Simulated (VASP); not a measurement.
# MgAs2C (P-4m2) in VASP: single point with PBE

Aim: the single point of MgAs2C with PBE.

Program: VASP 6.6.1. These are calculated values, not measurements. Logs are shortened: lines on timing, memory, paths and dates and some standing lists are left out, and cuts for length are marked.

## Step 1: The cell of the first run

It takes space group P-4m2 (No. 115, tetragonal). The conventional cell has a = 3.051 Å, b = 3.051 Å, c = 7.832 Å, α = 90.00°, β = 90.00°, γ = 90.00°. Mg (site symmetry -4m2) has 4 Mg at 3.05 Å and 4 As at 3.05 Å within 4.0 Å. As (site symmetry 2mm) has 2 C at 1.99 Å within 2.6 Å. C (site symmetry -4m2) has 4 As at 1.99 Å within 2.6 Å.

## Step 2: Single point, PBE

File INCAR:

```
SYSTEM = MgAs2C
ALGO     = Normal         ! electronic algorithm
EDIFF    = 1E-6           ! SCF threshold, eV
ENCUT    = 840            ! plane-wave cutoff, eV
GGA      = PE             ! functional
GGA_COMPAT= .False.      
ISIF     = 2              ! what is computed and relaxed
ISMEAR   = -1             ! smearing method
LASPH    = .True.         ! aspherical terms in the spheres
LCHARG   = .False.        ! write CHGCAR
LREAL    = .False.        ! projectors in reciprocal space
LWAVE    = .False.        ! write WAVECAR
NBANDS   = 30             ! bands
NELM     = 120            ! most SCF steps
PREC     = Accurate       ! precision mode
SIGMA    = 0.02           ! smearing width, eV
```

File KPOINTS:

```
k-points
0
Gamma
  6 6 2
  0 0 0
```

File POSCAR:

```
MgAs2C
1.0
    3.0514594815      0.0000000000      0.0000000000
    0.0000000000      3.0514594815      0.0000000000
    0.0000000000      0.0000000000      7.8321633408
Mg As C
1 2 1
Direct
    0.0000000000      0.0000000000      0.0000000000
    0.0000000000      0.5000000000      0.3377466640
    0.5000000000      0.0000000000      0.6622533360
    0.5000000000      0.5000000000      0.5000000000
```

Potentials or basis: VASP PAW PBE potentials, release 64 (Mg_sv, As_d, C).

Run with:

```
$ cat potpaw_PBE.64/Mg_sv/POTCAR potpaw_PBE.64/As_d/POTCAR potpaw_PBE.64/C/POTCAR > POTCAR
$ mpirun -np 1 vasp_std > vasp.out
```

OUTCAR:

```text
SYSTEM = MgAs2C
   EDIFF = 1E-6
   ENCUT = 840
   GGA = PE
   ISIF = 2
   ISMEAR = -1
   LASPH = .True.
   LREAL = .False.
   NELM = 120
   PREC = Accurate

 ion  position               nearest neighbor table
   1  0.000  0.000  0.000-
   2  0.000  0.500  0.338-   4 1.99   4 1.99
   3  0.500  0.000  0.662-   4 1.99   4 1.99
   4  0.500  0.500  0.500-   2 1.99   3 1.99   3 1.99   2 1.99

  LATTYP: Found a simple tetragonal cell.
 ALAT       =     3.0514594815
 C/A-ratio  =     2.5666941961

  Lattice vectors:

 A1 = (   3.0514594815,   0.0000000000,   0.0000000000)
 A2 = (   0.0000000000,   3.0514594815,   0.0000000000)
 A3 = (   0.0000000000,   0.0000000000,   7.8321633408)

Analysis of symmetry for initial positions (statically):
=====================================================================
 Subroutine PRICEL returns:
 Original cell was already a primitive cell.

 Routine SETGRP: Setting up the symmetry group for a
 simple tetragonal supercell.

 Subroutine GETGRP returns: Found  8 space group operations
 (whereof  8 operations were pure point group operations)
 out of a pool of 16 trial point group operations.

The static configuration has the point symmetry D_2d.

Analysis of symmetry for dynamics (positions and initial velocities):
=====================================================================
 Subroutine PRICEL returns:
 Original cell was already a primitive cell.

 Routine SETGRP: Setting up the symmetry group for a
 simple tetragonal supercell.

 Subroutine GETGRP returns: Found  8 space group operations
 (whereof  8 operations were pure point group operations)
 out of a pool of 16 trial point group operations.

The dynamic configuration has the point symmetry D_2d.

 Subroutine INISYM returns: Found  8 space group operations
 (whereof  8 operations are pure point group operations),
 and found     1 'primitive' translations

----------------------------------------------------------------------------------------

                                     Primitive cell

  volume of cell :      72.9284

  direct lattice vectors                    reciprocal lattice vectors
     3.051459481  0.000000000  0.000000000     0.327712036  0.000000000  0.000000000
     0.000000000  3.051459481  0.000000000     0.000000000  0.327712036  0.000000000
     0.000000000  0.000000000  7.832163341     0.000000000  0.000000000  0.127678645

  length of vectors
     3.051459481  3.051459481  7.832163341     0.327712036  0.327712036  0.127678645

  position of ions in fractional coordinates (direct lattice)
     0.000000000  0.000000000  0.000000000
     0.000000000  0.500000000  0.337746664
     0.500000000  0.000000000  0.662253336
     0.500000000  0.500000000  0.500000000

  ion indices of the primitive-cell ions
   primitive index   ion index
                 1           1
                 2           2
                 3           3
                 4           4

----------------------------------------------------------------------------------------

 KPOINTS: k-points

Automatic generation of k-mesh.
 Grid dimensions read from file:
 generate k-points for:    6    6    2

 Generating k-lattice:

  Cartesian coordinates                     Fractional coordinates (reciprocal lattice)
     0.054618673  0.000000000  0.000000000     0.166666667  0.000000000  0.000000000
     0.000000000  0.054618673  0.000000000     0.000000000  0.166666667  0.000000000
     0.000000000  0.000000000  0.063839322     0.000000000  0.000000000  0.500000000

  Length of vectors
     0.054618673  0.054618673  0.063839322

  Shift w.r.t. Gamma in fractional coordinates (k-lattice)
     0.000000000  0.000000000  0.000000000

 Subroutine IBZKPT returns following result:
 ===========================================

 Found     20 irreducible k-points:

 Following reciprocal coordinates:
            Coordinates               Weight
  0.000000  0.000000  0.000000      1.000000
  0.166667  0.000000  0.000000      4.000000
  0.333333  0.000000  0.000000      4.000000
  0.500000  0.000000  0.000000      2.000000
  0.166667  0.166667  0.000000      4.000000
  0.333333  0.166667  0.000000      8.000000
[... 12 lines left out ...]
  0.500000  0.333333  0.500000      4.000000
  0.500000  0.500000  0.500000      1.000000
   k-points           NKPTS =     20   k-points in BZ     NKDIM =     20   number of bands    NBANDS=     30
   number of dos      NEDOS =    301   number of ions     NIONS =      4
   total plane-waves  NPLWV =  72000
   dimension x,y,z NGX =    30 NGY =   30 NGZ =   80
   dimension x,y,z NGXF=    60 NGYF=   60 NGZF=  160
   ions per type =               1   2   1
   NGX,Y,Z   is equivalent  to a cutoff of  16.34, 16.34, 16.98 a.u.
   NGXF,Y,Z  is equivalent  to a cutoff of  32.69, 32.69, 33.96 a.u.
 SYSTEM =  MgAs2C
   PREC   = accura    normal or accurate (medium, high low for compatibility)
   ISTART =      0    job   : 0-new  1-cont  2-samecut
   ICHARG =      2    charge: 1-file 2-atom 10-const
   ISPIN  =      1    spin polarized calculation?
   LNONCOLLINEAR =      F non collinear calculations
   LSORBIT =      F    spin-orbit coupling
   LASPH  =      T    aspherical Exc in radial PAW
   ENCUT  =  840.0 eV  61.74 Ry    7.86 a.u.   7.21  7.21 18.51*2*pi/ulx,y,z
   NELM   =    120;   NELMIN=  2; NELMDL= -5     # of ELM steps
   EDIFF  = 0.1E-05   stopping-criterion for ELM
   LREAL  =      F    real-space projection
   EDIFFG = 0.1E-04   stopping-criterion for IOM
   NSW    =      0    number of steps for IOM
   IBRION =     -1    ionic relax: 0-MD 1-quasi-New 2-CG
   NFREE  =      0    steps in history (QN), initial steepest desc. (CG)
   ISIF   =      2    stress and relaxation
   ISYM   =      2    0-nonsym 1-usesym 2-fastsym
   POTIM  = 0.5000    time-step for ionic-motion
   TEBEG  =    0.0;   TEEND  =   0.0 temperature during run
   PSTRESS=    0.0 pullay stress
   NELECT =      44.0000    total number of electrons
   NUPDOWN=      -1.0000    fix difference up-down
   EMIN   =  10.00;   EMAX   =-10.00  energy-range for DOS
   EFERMI =   0.00;   METHOD = LEGACY
   ISMEAR =    -1;   SIGMA  =   0.02  broadening in eV -4-tet -1-fermi 0-gaus
   EFERMI_NEDOS =   21; number of points for ismear=-14 and -15
   IALGO  =     38    algorithm
   IMIX   =      4    mixing-type and parameters
     AMIX     =   0.40;   BMIX     =  1.00
     AMIX_MAG =   1.60;   BMIX_MAG =  1.00
  volume/ion in A,a.u.               =      18.23       123.04
  Fermi-wavevector in a.u.,A,eV,Ry     =   1.383333  2.614120 26.036247  1.913610
  Thomas-Fermi vector in A             =   2.507941
   LORBIT       =      0    0 simple, 1 ext, 2 COOP (PROOUT), +10 PAW based schemes
   GGA     = PE    functional components
   LHFCALC =     F    Hartree Fock is set to
   AEXX    =    0.0000 exact exchange contribution
   IVDW    =     0    specifies the selected vdW correction
   LEPSILON=     F    determine dielectric tensor
   LRPA    =     F    only Hartree local field effects (RPA)
 non-spin polarized calculation
  energy-cutoff  :      840.00
  volume of cell :       72.93
 maximum number of plane-waves:      4054
 NGX is ok and might be reduce to    30
   NGX = 15   NGY = 15   NGZ = 37

 number of electron      44.0000008 magnetization

 Free energy of the ion-electron system (eV)
  ---------------------------------------------------
  ext. energy  EPLUGINS =         0.00000000
  ---------------------------------------------------
  free energy    TOTEN  =       -17.95084964 eV

  energy without entropy =      -17.94566621  energy(sigma->0) =      -17.94825792

 E-fermi :   4.0623     XC(G=0): -10.1660

 val. band max:        4.0609166822   @ k =   0.1667   0.1667   0.0000
 cond. band min:       4.0913792497   @ k =   0.5000   0.3333   0.0000
 fundamental gap:      0.0304625675
 Fermi energy:         4.0623426578

 k-point     1 :       0.0000    0.0000    0.0000
  band No.  band energies     occupation
      1     -72.3771      2.00000
      2     -39.1575      2.00000
      3     -39.1141      2.00000
      4     -39.1141      2.00000
      5     -32.5521      2.00000
      6     -32.5500      2.00000
[... 22 lines left out ...]
     29      10.7573      0.00000
     30      12.1822      0.00000

 k-point     2 :       0.1667    0.0000    0.0000
  band No.  band energies     occupation
      1     -72.3766      2.00000
      2     -39.1568      2.00000
      3     -39.1209      2.00000
      4     -39.1136      2.00000
      5     -32.5478      2.00000
      6     -32.5429      2.00000
[... 22 lines left out ...]
     29      10.8412      0.00000
     30      12.1378      0.00000

 k-point     3 :       0.3333    0.0000    0.0000
  band No.  band energies     occupation
      1     -72.3758      2.00000
      2     -39.1556      2.00000
      3     -39.1344      2.00000
      4     -39.1125      2.00000
      5     -32.5415      2.00000
      6     -32.5277      2.00000
[... 22 lines left out ...]
     29      11.4300      0.00000
     30      12.3707      0.00000

 k-point     4 :       0.5000    0.0000    0.0000
  band No.  band energies     occupation
      1     -72.3754      2.00000
      2     -39.1549      2.00000
      3     -39.1412      2.00000
      4     -39.1120      2.00000
      5     -32.5387      2.00000
      6     -32.5195      2.00000
[... 22 lines left out ...]
     29      11.0625      0.00000
     30      12.9369      0.00000

 k-point     5 :       0.1667    0.1667    0.0000
  band No.  band energies     occupation
      1     -72.3762      2.00000
      2     -39.1562      2.00000
      3     -39.1204      2.00000
      4     -39.1202      2.00000
      5     -32.5405      2.00000
      6     -32.5386      2.00000
[... 22 lines left out ...]
     29      10.9895      0.00000
     30      11.6152      0.00000
[... 394 lines left out ...]
     29      11.2368      0.00000
     30      11.7038      0.00000

 k-point    18 :       0.3333    0.3333    0.5000
  band No.  band energies     occupation
      1     -72.3744      2.00000
      2     -39.1537      2.00000
      3     -39.1326      2.00000
      4     -39.1323      2.00000
      5     -32.5233      2.00000
      6     -32.5171      2.00000
[... 22 lines left out ...]
     29      10.0656      0.00000
     30      11.5640      0.00000

 k-point    19 :       0.5000    0.3333    0.5000
  band No.  band energies     occupation
      1     -72.3739      2.00000
      2     -39.1531      2.00000
      3     -39.1391      2.00000
      4     -39.1318      2.00000
      5     -32.5248      2.00000
      6     -32.5190      2.00000
[... 22 lines left out ...]
     29       9.8750      0.00000
     30      10.6017      0.00000

 k-point    20 :       0.5000    0.5000    0.5000
  band No.  band energies     occupation
      1     -72.3735      2.00000
      2     -39.1525      2.00000
      3     -39.1384      2.00000
      4     -39.1384      2.00000
      5     -32.5266      2.00000
      6     -32.5212      2.00000
[... 22 lines left out ...]
     29       8.3688      0.00000
     30       8.6303      0.00000

------------------------ aborting loop because EDIFF is reached ----------------------------------------

  FORCE on cell =-STRESS in cart. coord.  units (eV):
  Direction    XX          YY          ZZ          XY          YZ          ZX
  --------------------------------------------------------------------------------------
  -------------------------------------------------------------------------------------
  Total        0.6983110      0.6983110      1.6958100      0.0000000      0.0000000      0.0000000
  in kB       15.3413135     15.3413135     37.2555377      0.0000000      0.0000000      0.0000000
  external PRESSURE =      22.6460549 kB  Pullay stress =       0.0000000 kB

 VOLUME and BASIS-vectors are now :
 -----------------------------------------------------------------------------
  energy-cutoff  :      840.00
  volume of cell :       72.93
      direct lattice vectors                 reciprocal lattice vectors
     3.051459481  0.000000000  0.000000000     0.327712036  0.000000000  0.000000000
     0.000000000  3.051459481  0.000000000     0.000000000  0.327712036  0.000000000
     0.000000000  0.000000000  7.832163341     0.000000000  0.000000000  0.127678645

 POSITION                                       TOTAL-FORCE (eV/Angst)
 -----------------------------------------------------------------------------------
      0.00000      0.00000      0.00000         0.000000      0.000000      0.000000
      0.00000      1.52573      2.64529        -0.000000      0.000000     -0.240414
      1.52573      0.00000      5.18688        -0.000000      0.000000      0.240414
      1.52573      1.52573      3.91608        -0.000000     -0.000000      0.000000
 -----------------------------------------------------------------------------------
    total drift:                                0.000000      0.000000      0.000000

  FREE ENERGIE OF THE ION-ELECTRON SYSTEM (eV)
  ---------------------------------------------------
  free  energy   TOTEN  =       -17.9508496362 eV

  energy  without entropy=      -17.9456662072  energy(sigma->0) =      -17.94825792
```

Wall time 92 s (1 thread of AMD EPYC 7R43 (Zen 3), shared host); peak memory 0.26 GiB.

Results:

```yaml
Free_energy: -17.9508 eV
Pressure: 2.3 GPa
Largest_force: 0.240 eV/Å
Band_gap_on_the_k_mesh: zero (bands 22 and 23 overlap by 2.09 eV)
```

Forces in eV/Å, atoms in the order of the input:
```
Mg   0.000  0.000  0.000
As   0.000  0.000 -0.240
As   0.000  0.000  0.240
C    0.000  0.000  0.000
```

Stress tensor (GPa, compression positive):
```
1.53 0.00 0.00
0.00 1.53 0.00
0.00 0.00 3.73
```

Caveat: the k points lie up to 0.40 Å⁻¹ apart, too coarse for converged energies and pressures of a metal.

The gap in the log of VASP goes by the Fermi energy; the results here count the filled bands.